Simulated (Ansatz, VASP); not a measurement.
NaAl2O3 in VASP and in Ansatz

POSCAR

```
NaAl2O3
1.0
    2.6885797514     -4.6761705924      0.2460774224
    2.6885797514      4.6761705924      0.2460774224
   -0.3709478898      0.0000000000      3.6131874692
Na Al O
1 2 3
Direct
    0.6044393731      0.6044393731      0.3090597872
    0.9378445556      0.2711839931      0.8091177553
    0.2711839931      0.9378445556      0.8091177553
    0.6045252717      0.2482675802      0.8111588829
    0.2482675802      0.6045252717      0.8111588829
    0.9607878063      0.9607878063      0.8048489666
```

INCAR.step1

```
SYSTEM = NaAl2O3
PREC = Accurate
ENCUT = 520
ISMEAR = 0
SIGMA = 0.1
LREAL = .FALSE.
LASPH = .TRUE.
NELM = 60
NBANDS = 24
GGA = PE
ALGO = Normal
EDIFF = 1E-4
LWAVE = .TRUE.
LCHARG = .FALSE.
```

The input INCAR.step2:

```
SYSTEM = NaAl2O3
PREC = Accurate
ENCUT = 520
EDIFF = 1E-6
ISMEAR = 0
SIGMA = 0.1
LREAL = .FALSE.
LASPH = .TRUE.
NELM = 60
ALGO = Normal
ISIF = 2
LWAVE = .FALSE.
LCHARG = .FALSE.
METAGGA = R2SCAN
LMIXTAU = .TRUE.
NBANDS = 24
ISTART = 1
```

File KPOINTS:

```
regular mesh
0
G
  8 8 8
  0 0 0
```

Input for Ansatz:

```yaml
crystal:
  lattice:
    - [2.6885797514, -4.6761705924, 0.2460774224]
    - [2.6885797514, 4.6761705924, 0.2460774224]
    - [-0.3709478898, 0.0, 3.6131874692]
  atoms:
    - { symbol: Na, position: [0.6044393731, 0.6044393731, 0.3090597872] }
    - { symbol: Al, position: [0.9378445556, 0.2711839931, 0.8091177553] }
    - { symbol: Al, position: [0.2711839931, 0.9378445556, 0.8091177553] }
    - { symbol: O, position: [0.6045252717, 0.2482675802, 0.8111588829] }
    - { symbol: O, position: [0.2482675802, 0.6045252717, 0.8111588829] }
    - { symbol: O, position: [0.9607878063, 0.9607878063, 0.8048489666] }
basis:
  ecutwfc: 500
kpoints:
  mp_grid: { grid: [8, 8, 8] }
hamiltonian:
  xc: r2scan
scf:
  occupations: { method: gaussian, width: 0.1 }
output:
  forces: true
  stress: true
  eigenvalues: true
```

Alike in both runs: task single point; functional r2SCAN; k mesh 8 × 8 × 8; occupations gaussian, width 0.1 eV; no spin polarisation.

|  | VASP | Ansatz |
| --- | --- | --- |
| version | VASP 6.6.1 | Ansatz 0.2.0 |
| potentials or method | VASP PAW PBE potentials, release 64 (Na_pv, Al, O), cutoff 520 eV | scalar-relativistic, plane waves, PAW |
| valence electrons in the cell | 31 | 33 |

Ansatz gave:

```
gap on the k mesh at the Fermi level (eV)                     : none
pressure (GPa)                                                : -3.1
traceless stress, the component that is largest in VASP (GPa) : 2.15
rms of the force components (eV/Å)                            : 0.098
```

Estimate VASP's values.

gap on the k mesh at the Fermi level (eV): none; pressure (GPa): -3.1; traceless stress, the component that is largest in VASP (GPa): 1.91; rms of the force components (eV/Å): 0.091.

VASP's potentials were made for PBE, not for r2SCAN. Atom by atom the forces differ by 0.008 eV/Å (rms over components). A gap of «none» marks a metal or a gap that the smearing closes. With one functional, cell and mesh, what is left measures potentials, basis and numerics. VASP's potentials hold 31 valence electrons a cell and Ansatz's 33, so a difference there can come from the potentials and not from the codes.
